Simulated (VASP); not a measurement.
# Zr12N (a cell with a defect) in VASP: a series of runs

Runs on Zr12N (a cell with a defect). Level: LDA. Tasks: single point.

All numbers are computed with VASP 6.6.1; they aren't measurements. Logs are shortened: lines on timing, memory, paths and dates and some standing lists are left out, and cuts for length are marked.

**1. The cell of the first run**

The cell holds a defect, 13 atoms: a = 6.460 Å, b = 9.690 Å, c = 5.145 Å, α = 90.00°, β = 90.00°, γ = 120.00°.

**2. Single point, LDA**

The input, INCAR:

```
PREC = Accurate
ENCUT = 520
EDIFF = 1E-7
ISMEAR = -1
SIGMA = 0.1
LREAL = False
LASPH = True
NELM = 60
ALGO = Normal
ISIF = 2
LWAVE = False
LCHARG = False
GGA = CA
NBANDS = 86
```

The input, KPOINTS:

```
Automatic mesh
0
Gamma
  3 2 3
```

The input, POSCAR:

```
Zr12N
1.0
    6.4600000000      0.0000000000      0.0000000000
   -4.8450000000      8.3917860000      0.0000000000
    0.0000000000      0.0000000000      5.1453900000
Zr N
12 1
Direct
    0.0560828610      0.0137038766      0.0278501727
    0.1795607334      0.2180108025      0.5410862928
    0.0241633138      0.3408452027      0.0192016543
    0.2299045894      0.5769212895      0.5300667199
   -0.0165207114      0.6520900318      0.0274809101
    0.2258995254      0.8709826490      0.5225454242
    0.5515875567      0.0198050808     -0.0503557553
    0.7190682153      0.2531642251      0.4846862920
    0.5402279404      0.3334927750     -0.0503363205
    0.6514996388      0.5404928105      0.4557866362
    0.5030582565      0.6830250438      0.0352742941
    0.7177777859      0.8932186784      0.5468001454
    0.2225896078      0.8845673615      0.9930053893
```

Potentials or basis: VASP PAW LDA potentials, release 64 (Zr_sv, N).

On the command line:

```console
> cat potpaw_LDA.64/Zr_sv/POTCAR potpaw_LDA.64/N/POTCAR > POTCAR
> mpirun -np 1 vasp_std > vasp.out
```

OUTCAR:

```text
PREC = Accurate
   ENCUT = 520
   EDIFF = 1E-7
   ISMEAR = -1
   LREAL = False
   LASPH = True
   NELM = 60
   ISIF = 2
   GGA = CA

 ion  position               nearest neighbor table
   1  0.056  0.014  0.028-  13 2.03   2 3.04  12 3.12   9 3.14   2 3.15   7 3.20  12 3.27   3 3.28
                             5 3.29   7 3.31   6 3.33   6 3.38  11 3.40
   2  0.180  0.218  0.541-   9 2.91   1 3.04  12 3.07   3 3.11  10 3.12   1 3.15   8 3.17   3 3.29
                             4 3.33   8 3.34   6 3.52   9 3.65
   3  0.024  0.341  0.019-   8 2.94   7 3.10   2 3.11   9 3.11   5 3.16   4 3.21  11 3.21   8 3.24
                             1 3.28   2 3.29   4 3.30   9 3.39
   4  0.230  0.577  0.530-   6 2.86  10 2.94  11 2.97  11 3.02  12 3.11   3 3.21   8 3.23   5 3.28
                             3 3.30   5 3.30   2 3.33  10 3.59
   5  0.983  0.652  0.027-  13 2.00  10 2.88   9 3.01   3 3.16   6 3.18  11 3.22   6 3.22  11 3.26
                             4 3.28   1 3.29   4 3.30  10 3.48   7 3.64
   6  0.226  0.871  0.523-  13 2.42  13 2.73   4 2.86   7 2.88  12 3.08   5 3.18   5 3.22   1 3.33
                             1 3.38  12 3.40   8 3.48   7 3.49  10 3.50   2 3.52
   7  0.552  0.020  0.950-  13 1.87  12 2.88   6 2.88   9 3.08   8 3.09   3 3.10  11 3.15   1 3.20
                             1 3.31   8 3.38   6 3.49   5 3.64  12 3.66
   8  0.719  0.253  0.485-   9 2.93   3 2.94  10 3.03   7 3.09   2 3.17   9 3.23   4 3.23   3 3.24
                             2 3.34   7 3.38   6 3.48  12 3.50
   9  0.540  0.333  0.950-   2 2.91   8 2.93   5 3.01   7 3.08  10 3.09   3 3.11   1 3.14  10 3.14
                             8 3.23   3 3.39  11 3.54   2 3.65
  10  0.651  0.540  0.456-   5 2.88   4 2.94  11 2.97   8 3.03   9 3.09   2 3.12   9 3.14  12 3.26
                             5 3.48   6 3.50   4 3.59  11 3.61
  11  0.503  0.683  0.035-  10 2.97   4 2.97   4 3.02  12 3.09   7 3.15  12 3.19   3 3.21   5 3.22
                             5 3.26   1 3.40   9 3.54  10 3.61
  12  0.718  0.893  0.547-   7 2.88   2 3.07   6 3.08  11 3.09   4 3.11   1 3.12  11 3.19  10 3.26
                             1 3.27   6 3.40   8 3.50   7 3.66
  13  0.223  0.885  0.993-   7 1.87   5 2.00   1 2.03   6 2.42   6 2.73

  LATTYP: Found a simple monoclinic cell.
 ALAT       =     6.4600000000
 B/A-ratio  =     0.7965000000
 C/A-ratio  =     1.3228756308
 COS(beta)  =    -0.1889822400

  Lattice vectors:

 A1 = (   6.4600000000,   0.0000000000,   0.0000000000)
 A2 = (   0.0000000000,   0.0000000000,   5.1453900000)
 A3 = (  -1.6150000000,  -8.3917860000,   0.0000000000)

Analysis of symmetry for initial positions (statically):
=====================================================================
 Subroutine PRICEL returns:
 Original cell was already a primitive cell.

 Routine SETGRP: Setting up the symmetry group for a
 simple monoclinic supercell.

 Subroutine GETGRP returns: Found  1 space group operations
[... 162 lines left out ...]
     AMIX     =   0.40;   BMIX     =  1.00
     AMIX_MAG =   1.60;   BMIX_MAG =  1.00
  volume/ion in A,a.u.               =      21.46       144.80
  Fermi-wavevector in a.u.,A,eV,Ry     =   1.328317  2.510156 24.006487  1.764427
  Thomas-Fermi vector in A             =   2.457564
   LORBIT       =      0    0 simple, 1 ext, 2 COOP (PROOUT), +10 PAW based schemes
   GGA     = CA    functional components
   LHFCALC =     F    Hartree Fock is set to
   AEXX    =    0.0000 exact exchange contribution
   IVDW    =     0    specifies the selected vdW correction
   LEPSILON=     F    determine dielectric tensor
   LRPA    =     F    only Hartree local field effects (RPA)
 non-spin polarized calculation
  energy-cutoff  :      520.00
  volume of cell :      278.94
 maximum number of plane-waves:      7545
   NGX = 25   NGY = 37   NGZ = 19

 number of electron     149.0000001 magnetization

 Free energy of the ion-electron system (eV)
  ---------------------------------------------------
  ext. energy  EPLUGINS =         0.00000000
  ---------------------------------------------------
  free energy    TOTEN  =      -121.64499334 eV

  energy without entropy =     -121.10850167  energy(sigma->0) =     -121.37674751

 E-fermi :   8.8532     XC(G=0): -11.4002

 val. band max:        8.8507695698   @ k =   0.0000   0.5000   0.0000
 cond. band min:       8.8659145531   @ k =   0.3333   0.5000   0.0000
 fundamental gap:      0.0151449833
 Fermi energy:         8.8531921054

 k-point     1 :       0.0000    0.0000    0.0000
  band No.  band energies     occupation
      1     -39.6406      2.00000
      2     -39.4945      2.00000
      3     -39.4296      2.00000
      4     -39.4143      2.00000
      5     -39.3563      2.00000
      6     -39.3377      2.00000
[... 879 lines left out ...]
     85       9.9728      0.00003
     86      10.1976      0.00000

------------------------ aborting loop because EDIFF is reached ----------------------------------------

  FORCE on cell =-STRESS in cart. coord.  units (eV):
  Direction    XX          YY          ZZ          XY          YZ          ZX
  --------------------------------------------------------------------------------------
  -------------------------------------------------------------------------------------
  Total        2.1158361      3.4411889     -5.4119121      4.7198717     -0.3604953     -0.8562293
  in kB       12.1531088     19.7657764    -31.0853744     27.1103771     -2.0706419     -4.9180784
  external PRESSURE =       0.2778369 kB  Pullay stress =       0.0000000 kB

 VOLUME and BASIS-vectors are now :
 -----------------------------------------------------------------------------
  energy-cutoff  :      520.00
  volume of cell :      278.94
      direct lattice vectors                 reciprocal lattice vectors
     6.460000000  0.000000000  0.000000000     0.154798762  0.089373108  0.000000000
    -4.845000000  8.391786000  0.000000000     0.000000000  0.119164145  0.000000000
     0.000000000  0.000000000  5.145390000     0.000000000  0.000000000  0.194348728

 POSITION                                       TOTAL-FORCE (eV/Angst)
 -----------------------------------------------------------------------------------
      0.29590      0.11500      0.14330        -0.828800      0.111581      0.304997
      0.10370      1.82950      2.78410         0.237538      0.056328     -0.546059
     -1.49530      2.86030      0.09880         0.794576      0.408426      0.042468
     -1.31000      4.84140      2.72740        -0.681869     -0.815625      0.166141
      3.19390      5.47220      0.14140        -0.082235     -0.992414     -0.843985
     -2.76060      7.30910      2.68870        -0.818836      0.216175     -0.546153
      3.46730      0.16620      4.88629         3.039388      2.947005      1.504102
      3.41860      2.12450      2.49390         0.105540     -0.601862     -0.632259
      1.87410      2.79860      4.88639        -0.990508      0.005210      0.730894
      1.59000      4.53570      2.34520         0.437633      0.436076      0.913978
     -0.05950      5.73180      0.18150         0.387021     -0.261487     -0.327441
      0.30920      7.49570      2.81350         0.765901     -0.202558     -1.068787
     -2.84780      7.42310      5.10940        -2.365349     -1.306853      0.302105
 -----------------------------------------------------------------------------------
    total drift:                                0.000079     -0.000038      0.000061

  FREE ENERGIE OF THE ION-ELECTRON SYSTEM (eV)
  ---------------------------------------------------
  free  energy   TOTEN  =      -121.6449933402 eV

  energy  without entropy=     -121.1085016743  energy(sigma->0) =     -121.37674751
```

OSZICAR:

```text
N       E                     dE             d eps       ncg     rms          rms(c)
DAV:   1     0.170927063737E+04    0.17093E+04   -0.78501E+04  1720   0.173E+03
DAV:   2     0.453559916740E+02   -0.16639E+04   -0.16336E+04  1892   0.532E+02
DAV:   3    -0.110331300116E+03   -0.15569E+03   -0.15085E+03  2728   0.118E+02
DAV:   4    -0.128703474369E+03   -0.18372E+02   -0.18035E+02  2552   0.348E+01
[... 10 lines left out ...]
DAV:  15    -0.121644994904E+03    0.28989E-05   -0.98643E-05  2344   0.448E-02    0.187E-02
DAV:  16    -0.121644994014E+03    0.88945E-06   -0.29224E-05  2656   0.243E-02    0.766E-03
DAV:  17    -0.121644993602E+03    0.41195E-06   -0.53665E-06  2232   0.974E-03    0.389E-03
DAV:  18    -0.121644993391E+03    0.21180E-06   -0.15155E-06  1896   0.544E-03    0.211E-03
DAV:  19    -0.121644993340E+03    0.50370E-07   -0.34257E-07  1304   0.263E-03
   1 F= -.12164499E+03 E0= -.12137675E+03  d E =-.536492E+00
```

It took 12 min on 1 thread of Oxide Virtual Turin-like, shared host; peak memory 0.34 GiB.

Results:

| Item | Value |
| --- | --- |
| Free energy | -121.6450 eV |
| Pressure | 0.0 GPa |
| Largest force | 4.493 eV/Å |

Forces in eV/Å, atoms in the order of the input:
```
Zr  -0.829  0.112  0.305
Zr   0.238  0.056 -0.546
Zr   0.795  0.408  0.042
Zr  -0.682 -0.816  0.166
Zr  -0.082 -0.992 -0.844
Zr  -0.819  0.216 -0.546
Zr   3.039  2.947  1.504
Zr   0.106 -0.602 -0.632
Zr  -0.991  0.005  0.731
Zr   0.438  0.436  0.914
Zr   0.387 -0.261 -0.327
Zr   0.766 -0.203 -1.069
N   -2.365 -1.307  0.302
```

Caveat: the k points lie up to 0.41 Å⁻¹ apart.

**3. Single point, LDA**

The input, INCAR:

```
ALGO = Normal ; EDIFF = 1E-6
ENCUT = 520 ; ISIF = 2
ISMEAR = -1 ; LASPH = True
LCHARG = True ; LELF = True
LREAL = False ; LVHAR = True
LWAVE = False ; NBANDS = 86
NELM = 80 ; PREC = Accurate
SIGMA = 0.1
```

The input, KPOINTS:

```
k-points
0
Gamma
  3 2 3
```

The input, POSCAR:

```
Zr12N
1.0
    6.4600000000      0.0000000000      0.0000000000
   -4.8450000000      8.3917860000      0.0000000000
    0.0000000000      0.0000000000      5.1453900000
Zr N
12 1
Direct
    0.0343576747      0.0162539893      0.0698683676
    0.1530722670      0.2018878937      0.5776627233
    0.0329267937      0.3517248891      0.0183270850
    0.2237283847      0.5355594149      0.5998962178
   -0.0066493984      0.6465727320     -0.0484900076
    0.2029256485      0.8753559731      0.4950256443
    0.6105635735      0.0338783663     -0.0363626470
    0.7176942057      0.2458832959      0.4180829830
    0.4899758291      0.3383785049     -0.0079294281
    0.6197713699      0.5417797832      0.4981352240
    0.5763644819      0.7089194124      0.0153924192
    0.7268191113      0.8962335312      0.5059091731
    0.2278344834      0.9063386507      0.8923521832
```

Potentials or basis: VASP PAW LDA potentials, release 64 (Zr_sv, N).

On the command line:

```console
> cat potpaw_LDA.64/Zr_sv/POTCAR potpaw_LDA.64/N/POTCAR > POTCAR
> mpirun -np 1 vasp_std > vasp.out
```

OUTCAR:

```text
EDIFF = 1E-6
   ENCUT = 520
   ISIF = 2
   ISMEAR = -1
   LASPH = True
   LREAL = False
   NELM = 80
   PREC = Accurate

 ion  position               nearest neighbor table
   1  0.034  0.016  0.070-  13 2.21  12 2.83   7 2.88   2 2.98  11 2.98   2 3.04   6 3.05   9 3.06
                             3 3.27  12 3.38   5 3.51   6 3.64   7 3.68
   2  0.153  0.202  0.578-   9 2.86  12 2.89   1 2.98   3 3.00   4 3.03   1 3.04   8 3.16  10 3.19
                             6 3.36   3 3.48   8 3.55   9 3.56   7 3.63
   3  0.033  0.352  0.018-   4 2.67   8 2.71   7 2.93   2 3.00   5 3.01   9 3.02   1 3.27   4 3.38
                             9 3.45   2 3.48  11 3.49   8 3.56
   4  0.224  0.536  0.600-  10 2.58   3 2.67   5 2.87  11 2.96   2 3.03   8 3.20   3 3.38   6 3.40
                            12 3.41  11 3.64   9 3.74
   5  0.993  0.647  0.952-  13 2.22   4 2.87   3 3.01   6 3.04  11 3.06   9 3.13  10 3.14   6 3.40
                            10 3.51   1 3.51  11 3.52   7 3.88
   6  0.203  0.875  0.495-  13 2.06   5 3.04   1 3.05  12 3.18  12 3.29   7 3.33   2 3.36   5 3.40
                             4 3.40   8 3.49  10 3.53   7 3.57   1 3.64
   7  0.611  0.034  0.964-  13 2.17   1 2.88   3 2.93   8 2.96  12 2.98  11 3.06   6 3.33  12 3.34
[... 1124 lines left out ...]
  Direction    XX          YY          ZZ          XY          YZ          ZX
  --------------------------------------------------------------------------------------
  -------------------------------------------------------------------------------------
  Total       -1.7102317     -2.0986300     -1.7412179      0.7104846     -0.9196516     -0.3312499
  in kB       -9.8233657    -12.0542790    -10.0013468      4.0809385     -5.2823685     -1.9026595
  external PRESSURE =     -10.6263305 kB  Pullay stress =       0.0000000 kB

 VOLUME and BASIS-vectors are now :
 -----------------------------------------------------------------------------
  energy-cutoff  :      520.00
  volume of cell :      278.94
      direct lattice vectors                 reciprocal lattice vectors
     6.460000000  0.000000000  0.000000000     0.154798762  0.089373108  0.000000000
    -4.845000000  8.391786000  0.000000000     0.000000000  0.119164145  0.000000000
     0.000000000  0.000000000  5.145390000     0.000000000  0.000000000  0.194348728

 POSITION                                       TOTAL-FORCE (eV/Angst)
 -----------------------------------------------------------------------------------
      0.14320      0.13640      0.35950         2.251272      0.268447     -1.514910
      0.01070      1.69420      2.97230         0.105178     -0.012707     -0.924097
     -1.49140      2.95160      0.09430         0.454858      0.214186      0.599642
     -1.14950      4.49430      3.08670        -1.126214      0.308186     -1.690063
      3.28440      5.42590      4.89589        -0.318128      1.262114      0.926072
     -2.93020      7.34580      2.54710         0.516681      0.256007      0.704302
      3.78010      0.28430      4.95829        -2.580653     -1.153038     -0.516785
      3.44500      2.06340      2.15120        -0.613914     -0.213844      1.752374
      1.52580      2.83960      5.10459         0.469402      0.488355     -0.060074
      1.37880      4.54650      2.56310         2.098531      0.196633     -0.701605
      0.28860      5.94910      0.07920        -0.622338     -0.761104      0.508280
      0.35300      7.52100      2.60310        -0.809982     -0.426605      0.395903
     -2.91940      7.60580      4.59150         0.175306     -0.426629      0.520960
 -----------------------------------------------------------------------------------
    total drift:                                0.000479      0.000080      0.000267

  FREE ENERGIE OF THE ION-ELECTRON SYSTEM (eV)
  ---------------------------------------------------
  free  energy   TOTEN  =      -120.1793774659 eV

  energy  without entropy=     -119.6486047097  energy(sigma->0) =     -119.91399109
```

OSZICAR:

```text
N       E                     dE             d eps       ncg     rms          rms(c)
DAV:   1     0.170692778529E+04    0.17069E+04   -0.78539E+04  1720   0.173E+03
DAV:   2     0.475104435101E+02   -0.16594E+04   -0.16284E+04  1884   0.533E+02
DAV:   3    -0.108795836506E+03   -0.15631E+03   -0.15136E+03  2728   0.119E+02
DAV:   4    -0.127132811852E+03   -0.18337E+02   -0.18006E+02  2584   0.351E+01
DAV:   5    -0.128722825791E+03   -0.15900E+01   -0.15812E+01  2464   0.835E+00    0.447E+01
DAV:   6    -0.121594583101E+03    0.71282E+01   -0.57248E+01  2224   0.221E+01    0.192E+01
DAV:   7    -0.121171062271E+03    0.42352E+00   -0.25127E+01  2152   0.156E+01    0.920E+00
DAV:   8    -0.120268072958E+03    0.90299E+00   -0.85681E+00  2200   0.106E+01    0.334E+00
DAV:   9    -0.120174988956E+03    0.93084E-01   -0.13662E+00  2216   0.411E+00    0.195E+00
DAV:  10    -0.120184042077E+03   -0.90531E-02   -0.23569E-01  2288   0.194E+00    0.144E+00
DAV:  11    -0.120181205499E+03    0.28366E-02   -0.11492E-01  2208   0.164E+00    0.302E-01
DAV:  12    -0.120179860870E+03    0.13446E-02   -0.23195E-02  2184   0.720E-01    0.157E-01
DAV:  13    -0.120179382395E+03    0.47847E-03   -0.34670E-03  2240   0.278E-01    0.520E-02
DAV:  14    -0.120179381655E+03    0.74050E-06   -0.56604E-04  2352   0.935E-02    0.338E-02
DAV:  15    -0.120179379573E+03    0.20820E-05   -0.12104E-04  2384   0.480E-02    0.202E-02
DAV:  16    -0.120179378255E+03    0.13171E-05   -0.29700E-05  2360   0.240E-02    0.950E-03
DAV:  17    -0.120179377466E+03    0.78957E-06   -0.79886E-06  1680   0.129E-02
   1 F= -.12017938E+03 E0= -.11991399E+03  d E =-.530773E+00
```

It took 10 min on 1 thread of Oxide Virtual Turin-like, shared host; peak memory 0.34 GiB.

What came out:

```yaml
Free_energy: -120.1794 eV
Pressure: -1.1 GPa
Largest_force: 2.873 eV/Å
```

Forces in eV/Å, atoms in the order of the input:
```
Zr   2.251  0.268 -1.515
Zr   0.105 -0.013 -0.924
Zr   0.455  0.214  0.600
Zr  -1.126  0.308 -1.690
Zr  -0.318  1.262  0.926
Zr   0.517  0.256  0.704
Zr  -2.581 -1.153 -0.517
Zr  -0.614 -0.214  1.752
Zr   0.469  0.488 -0.060
Zr   2.099  0.197 -0.702
Zr  -0.622 -0.761  0.508
Zr  -0.810 -0.427  0.396
N    0.175 -0.427  0.521
```

Caveat: the k points lie up to 0.41 Å⁻¹ apart.
